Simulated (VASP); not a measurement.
# Ag (C2/m) in VASP: single point with PBEsol

Aim: the single point of Ag with PBEsol.

Everything below comes from runs of VASP 6.6.1. Logs are shortened: lines on timing, memory, paths and dates and some standing lists are left out, and cuts for length are marked.

## 1. The cell of the first run

The structure is monoclinic, space group C2/m (No. 12). The conventional cell has a = 4.001 Å, b = 4.001 Å, c = 2.862 Å, α = 90.00°, β = 133.94°, γ = 90.00°. Ag (site symmetry 2/m) has 12 Ag at 2.83 to 2.88 Å within 3.7 Å.

## 2. Single point, PBEsol

INCAR

```
ALGO = Fast ; EDIFF = 1E-7
ENCUT = 520 ; GGA = PS
ISIF = 2 ; ISMEAR = 0
LASPH = T ; LCHARG = F
LREAL = F ; LWAVE = F
NBANDS = 18 ; NELM = 60
PREC = Accurate ; SIGMA = 0.1
```

KPOINTS

```
k-points
0
Gamma
  9 9 17
```

POSCAR

```
Ag
1.0
    4.0007509457      0.0000000000      0.0143850013
    0.0000000000      4.0007768068      0.0000000000
   -1.9929690342      0.0000000000      2.0533941711
Ag
2
Direct
    0.0000000000      0.0000000000      0.0000000000
    0.5000000000      0.5000000000      0.0000000000
```

Potentials or basis: VASP PAW PBE potentials, release 64 (Ag).

Command:

```sh
cat potpaw_PBE.64/Ag/POTCAR > POTCAR
mpirun -np 1 vasp_std > vasp.out
```

OUTCAR:

```text
EDIFF = 1E-7
   ENCUT = 520
   GGA = PS
   ISIF = 2
   ISMEAR = 0
   LASPH = T
   LREAL = F
   NELM = 60
   PREC = Accurate

 ion  position               nearest neighbor table
   1  0.000  0.000  0.000-   2 2.83   2 2.83   2 2.83   2 2.83   2 2.87   2 2.87   2 2.87   2 2.87

   2  0.500  0.500  0.000-   1 2.83   1 2.83   1 2.83   1 2.83   1 2.87   1 2.87   1 2.87   1 2.87

  LATTYP: Found a simple monoclinic cell.
 ALAT       =     2.8615298694
 B/A-ratio  =     1.3981251252
 C/A-ratio  =     1.0072126675
 COS(beta)  =    -0.0296479055

  Lattice vectors:

 A1 = (  -1.9929690342,   0.0000000000,   2.0533941711)
 A2 = (   0.0000000000,   4.0007768068,   0.0000000000)
 A3 = (  -2.0077819115,   0.0000000000,  -2.0677791724)

Analysis of symmetry for initial positions (statically):
=====================================================================
 Subroutine PRICEL returns following result:

  LATTYP: Found a base centered monoclinic cell.
 ALAT       =     4.0007768068
 B/A-ratio  =     1.0000000000
 C/A-ratio  =     0.7152435658
 COS(beta)  =    -0.6938851442

  Lattice vectors:

 A1 = (   2.0003754729,  -2.0003884034,   0.0071925006)
 A2 = (   2.0003754729,   2.0003884034,   0.0071925006)
 A3 = (  -1.9929690342,   0.0000000000,   2.0533941711)

   2 primitive cells build up your supercell.

 Routine SETGRP: Setting up the symmetry group for a
 simple monoclinic supercell.

 Subroutine GETGRP returns: Found  4 space group operations
 (whereof  4 operations were pure point group operations)
 out of a pool of  4 trial point group operations.

The static configuration has the point symmetry C_2h.

Analysis of symmetry for dynamics (positions and initial velocities):
=====================================================================
 Subroutine PRICEL returns following result:

  LATTYP: Found a base centered monoclinic cell.
 ALAT       =     4.0007768068
 B/A-ratio  =     1.0000000000
 C/A-ratio  =     0.7152435658
 COS(beta)  =    -0.6938851442

  Lattice vectors:

 A1 = (   2.0003754729,  -2.0003884034,   0.0071925006)
 A2 = (   2.0003754729,   2.0003884034,   0.0071925006)
 A3 = (  -1.9929690342,   0.0000000000,   2.0533941711)

   2 primitive cells build up your supercell.

 Routine SETGRP: Setting up the symmetry group for a
 simple monoclinic supercell.

 Subroutine GETGRP returns: Found  4 space group operations
 (whereof  4 operations were pure point group operations)
 out of a pool of  4 trial point group operations.

The dynamic configuration has the point symmetry C_2h.

 Subroutine INISYM returns: Found  4 space group operations
 (whereof  4 operations are pure point group operations),
 and found     2 'primitive' translations

----------------------------------------------------------------------------------------

                                     Primitive cell

  volume of cell :      16.4908

  direct lattice vectors                    reciprocal lattice vectors
     2.000375473 -2.000388403  0.007192501     0.249083830 -0.249951459  0.241754051
     2.000375473  2.000388403  0.007192501     0.249083830  0.249951459  0.241754051
    -1.992969034  0.000000000  2.053394171    -0.001744951  0.000000000  0.485304956

  length of vectors
     2.828976410  2.828976410  2.861529869     0.427742338  0.427742338  0.485308093

  position of ions in fractional coordinates (direct lattice)
     0.000000000  0.000000000  0.000000000

  ion indices of the primitive-cell ions
   primitive index   ion index
                 1           1

----------------------------------------------------------------------------------------

 KPOINTS: k-points

Automatic generation of k-mesh.
 Grid dimensions read from file:
 generate k-points for:    9    9   17

 Generating k-lattice:

  Cartesian coordinates                     Fractional coordinates (reciprocal lattice)
     0.027675981  0.000000000  0.026861561     0.111111111  0.000000000 -0.000000000
     0.000000000  0.027772384  0.000000000     0.000000000  0.111111111  0.000000000
    -0.000102644  0.000000000  0.028547350    -0.000000000  0.000000000  0.058823529

  Length of vectors
     0.038568166  0.027772384  0.028547535

  Shift w.r.t. Gamma in fractional coordinates (k-lattice)
     0.000000000  0.000000000  0.000000000

 Subroutine IBZKPT returns following result:
 ===========================================

 Found    385 irreducible k-points:

 Following reciprocal coordinates:
            Coordinates               Weight
  0.000000  0.000000  0.000000      1.000000
  0.111111  0.000000 -0.000000      2.000000
  0.222222  0.000000 -0.000000      2.000000
  0.333333  0.000000 -0.000000      2.000000
  0.444444  0.000000 -0.000000      2.000000
  0.000000  0.111111  0.000000      2.000000
[... 16 lines left out ...]
  0.222222  0.444444 -0.000000      4.000000
  0.333333  0.444444 -0.000000      4.000000
 [... further k-points ...]
   k-points           NKPTS =    385   k-points in BZ     NKDIM =    385   number of bands    NBANDS=     18
   number of dos      NEDOS =    301   number of ions     NIONS =      2
   total plane-waves  NPLWV =  21600
   dimension x,y,z NGX =    30 NGY =   30 NGZ =   24
   dimension x,y,z NGXF=    60 NGYF=   60 NGZF=   48
   ions per type =               2
   NGX,Y,Z   is equivalent  to a cutoff of  12.47, 12.47, 13.94 a.u.
   NGXF,Y,Z  is equivalent  to a cutoff of  24.93, 24.93, 27.89 a.u.
 SYSTEM =  unknown system
   PREC   = accura    normal or accurate (medium, high low for compatibility)
   ISTART =      0    job   : 0-new  1-cont  2-samecut
   ICHARG =      2    charge: 1-file 2-atom 10-const
   ISPIN  =      1    spin polarized calculation?
   LNONCOLLINEAR =      F non collinear calculations
   LSORBIT =      F    spin-orbit coupling
   LASPH  =      T    aspherical Exc in radial PAW
   ENCUT  =  520.0 eV  38.22 Ry    6.18 a.u.   7.44  7.44  5.32*2*pi/ulx,y,z
   NELM   =     60;   NELMIN=  2; NELMDL= -5     # of ELM steps
   EDIFF  = 0.1E-06   stopping-criterion for ELM
   LREAL  =      F    real-space projection
   EDIFFG = 0.1E-05   stopping-criterion for IOM
   NSW    =      0    number of steps for IOM
   IBRION =     -1    ionic relax: 0-MD 1-quasi-New 2-CG
   NFREE  =      0    steps in history (QN), initial steepest desc. (CG)
   ISIF   =      2    stress and relaxation
   ISYM   =      2    0-nonsym 1-usesym 2-fastsym
   POTIM  = 0.5000    time-step for ionic-motion
   TEBEG  =    0.0;   TEEND  =   0.0 temperature during run
   PSTRESS=    0.0 pullay stress
   NELECT =      22.0000    total number of electrons
   NUPDOWN=      -1.0000    fix difference up-down
   EMIN   =  10.00;   EMAX   =-10.00  energy-range for DOS
   EFERMI =   0.00;   METHOD = LEGACY
   ISMEAR =     0;   SIGMA  =   0.10  broadening in eV -4-tet -1-fermi 0-gaus
   EFERMI_NEDOS =   21; number of points for ismear=-14 and -15
   IALGO  =     68    algorithm
   IMIX   =      4    mixing-type and parameters
     AMIX     =   0.40;   BMIX     =  1.00
     AMIX_MAG =   1.60;   BMIX_MAG =  1.00
  volume/ion in A,a.u.               =      16.49       111.29
  Fermi-wavevector in a.u.,A,eV,Ry     =   1.430404  2.703071 27.838273  2.046055
  Thomas-Fermi vector in A             =   2.550253
   LORBIT       =      0    0 simple, 1 ext, 2 COOP (PROOUT), +10 PAW based schemes
   GGA     = PS    functional components
   LHFCALC =     F    Hartree Fock is set to
   AEXX    =    0.0000 exact exchange contribution
   IVDW    =     0    specifies the selected vdW correction
   LEPSILON=     F    determine dielectric tensor
   LRPA    =     F    only Hartree local field effects (RPA)
 non-spin polarized calculation
 RMM-DIIS sequential band-by-band and
 Gauss-broadening in eV      SIGMA  =   0.10
  energy-cutoff  :      520.00
  volume of cell :       32.98
 maximum number of plane-waves:       904
 NGX is ok and might be reduce to    30
   NGX = 15   NGY = 15   NGZ = 11

 number of electron      21.9999994 magnetization

 Free energy of the ion-electron system (eV)
  ---------------------------------------------------
  ext. energy  EPLUGINS =         0.00000000
  ---------------------------------------------------
  free energy    TOTEN  =        -6.61559219 eV

  energy without entropy =       -6.61278994  energy(sigma->0) =       -6.61419107

 E-fermi :   8.6989     XC(G=0): -12.6128

 val. band max:        8.6963710812   @ k =   0.3333   0.1111   0.1765
 cond. band min:       8.7136067152   @ k =   0.1111   0.3333   0.1176
 fundamental gap:      0.0172356341
 Fermi energy:         8.6989116373

 k-point     1 :       0.0000    0.0000    0.0000
  band No.  band energies     occupation
      1       0.6229      2.00000
      2       2.0515      2.00000
      3       2.2132      2.00000
      4       3.6719      2.00000
      5       3.8730      2.00000
      6       3.8787      2.00000
[... 10 lines left out ...]
     17      26.0184      0.00000
     18      26.2842      0.00000

 k-point     2 :       0.1111    0.0000   -0.0000
  band No.  band energies     occupation
      1       0.8802      2.00000
      2       2.1699      2.00000
      3       2.3563      2.00000
      4       3.6446      2.00000
      5       3.9063      2.00000
      6       3.9539      2.00000
[... 10 lines left out ...]
     17      26.1439      0.00000
     18      26.7390      0.00000

 k-point     3 :       0.2222    0.0000   -0.0000
  band No.  band energies     occupation
      1       1.5871      2.00000
      2       2.4255      2.00000
      3       2.7992      2.00000
      4       3.5199      2.00000
      5       4.0697      2.00000
      6       4.0916      2.00000
[... 10 lines left out ...]
     17      24.1345      0.00000
     18      25.8828      0.00000

 k-point     4 :       0.3333    0.0000   -0.0000
  band No.  band energies     occupation
      1       2.4963      2.00000
      2       2.7595      2.00000
      3       3.3466      2.00000
      4       3.3943      2.00000
      5       4.0522      2.00000
      6       4.0863      2.00000
[... 10 lines left out ...]
     17      23.0419      0.00000
     18      25.6847      0.00000

 k-point     5 :       0.4444    0.0000   -0.0000
  band No.  band energies     occupation
      1       3.0855      2.00000
      2       3.1131      2.00000
      3       3.3970      2.00000
      4       3.6150      2.00000
      5       3.7206      2.00000
      6       3.8845      2.00000
[... 10 lines left out ...]
     17      25.1585      0.00000
     18      26.0925      0.00000

 k-point     6 :       0.0000    0.1111    0.0000
  band No.  band energies     occupation
      1       0.7583      2.00000
      2       2.1084      2.00000
      3       2.2576      2.00000
      4       3.7259      2.00000
      5       3.8158      2.00000
      6       3.9245      2.00000
[... 10 lines left out ...]
     17      25.9903      0.00000
     18      26.2550      0.00000

 k-point     7 :       0.1111    0.1111   -0.0000
  band No.  band energies     occupation
      1       1.0076      2.00000
      2       2.2234      2.00000
      3       2.4021      2.00000
      4       3.6732      2.00000
      5       3.8919      2.00000
      6       3.9760      2.00000
[... 10 lines left out ...]
     17      26.1097      0.00000
     18      26.2061      0.00000

 k-point     8 :       0.2222    0.1111   -0.0000
  band No.  band energies     occupation
      1       1.6685      2.00000
      2       2.4592      2.00000
      3       2.8493      2.00000
      4       3.5957      2.00000
      5       4.0141      2.00000
      6       4.1056      2.00000
[... 10 lines left out ...]
     17      25.3213      0.00000
     18      25.8322      0.00000
[... 229 lines left out ...]
     17      24.7473      0.00000
     18      25.4039      0.00000

 k-point    20 :       0.4444    0.3333   -0.0000
  band No.  band energies     occupation
      1       2.2027      2.00000
      2       2.3156      2.00000
      3       3.6565      2.00000
      4       3.7559      2.00000
      5       3.9205      2.00000
      6       3.9599      2.00000
[... 10 lines left out ...]
     17      25.1482      0.00000
     18      26.1788      0.00000

 k-point    21 :       0.0000    0.4444    0.0000
  band No.  band energies     occupation
      1       2.3395      2.00000
      2       2.5817      2.00000
      3       2.8481      2.00000
      4       3.1338      2.00000
      5       4.4857      2.00000
      6       4.5713      2.00000
[... 10 lines left out ...]
     17      24.4962      0.00000
     18      25.1945      0.00000

 k-point    22 :       0.1111    0.4444   -0.0000
  band No.  band energies     occupation
      1       2.4578      2.00000
      2       2.6609      2.00000
      3       3.0059      2.00000
      4       3.2390      2.00000
      5       4.1382      2.00000
      6       4.3487      2.00000
[... 10 lines left out ...]
     17      24.7393      0.00000
     18      25.2673      0.00000

 k-point    23 :       0.2222    0.4444   -0.0000
  band No.  band energies     occupation
      1       2.4343      2.00000
      2       2.5820      2.00000
      3       3.5980      2.00000
      4       3.8994      2.00000
      5       3.9169      2.00000
      6       4.0080      2.00000
[... 10 lines left out ...]
     17      24.8548      0.00000
     18      25.6071      0.00000

 k-point    24 :       0.3333    0.4444   -0.0000
  band No.  band energies     occupation
      1       2.2364      2.00000
      2       2.3487      2.00000
      3       3.7107      2.00000
      4       3.8058      2.00000
      5       3.9630      2.00000
      6       4.0204      2.00000
[... 10 lines left out ...]
     17      25.2313      0.00000
     18      26.2538      0.00000

 [... further k-points ...]
[... 5 lines left out ...]
  --------------------------------------------------------------------------------------
  -------------------------------------------------------------------------------------
  Total        0.2699575      0.3669027     -0.0512567      0.0000000      0.0000000      0.0201772
  in kB       13.1139911     17.8233933     -2.4899459      0.0000000      0.0000000      0.9801671
  external PRESSURE =       9.4824795 kB  Pullay stress =       0.0000000 kB

 VOLUME and BASIS-vectors are now :
 -----------------------------------------------------------------------------
  energy-cutoff  :      520.00
  volume of cell :       32.98
      direct lattice vectors                 reciprocal lattice vectors
     4.000750946  0.000000000  0.014385001     0.249083830  0.000000000  0.241754051
     0.000000000  4.000776807  0.000000000     0.000000000  0.249951459  0.000000000
    -1.992969034  0.000000000  2.053394171    -0.001744951  0.000000000  0.485304956

 POSITION                                       TOTAL-FORCE (eV/Angst)
 -----------------------------------------------------------------------------------
      0.00000      0.00000      0.00000        -0.000000     -0.000000      0.000000
      2.00038      2.00039      0.00719         0.000000      0.000000     -0.000000
 -----------------------------------------------------------------------------------
    total drift:                                0.000000      0.000000     -0.000000

  FREE ENERGIE OF THE ION-ELECTRON SYSTEM (eV)
  ---------------------------------------------------
  free  energy   TOTEN  =        -6.6155921949 eV

  energy  without entropy=       -6.6127899382  energy(sigma->0) =       -6.61419107
```

Wall time 1.9 min (1 thread of Intel Xeon 6975P-C (Granite Rapids), shared host); peak memory 0.3 GiB.

What came out:

```yaml
Free_energy: -6.6156 eV
Pressure: 0.9 GPa
Band_gap_on_the_k_mesh: zero (bands 11 and 12 overlap by 7.97 eV)
```

Stress tensor (GPa, compression positive):
```
 1.31  0.00  0.10
 0.00  1.78  0.00
 0.10  0.00 -0.25
```

Caveat: the PAW data sets were made with another functional, which shifts forces and pressure a little.
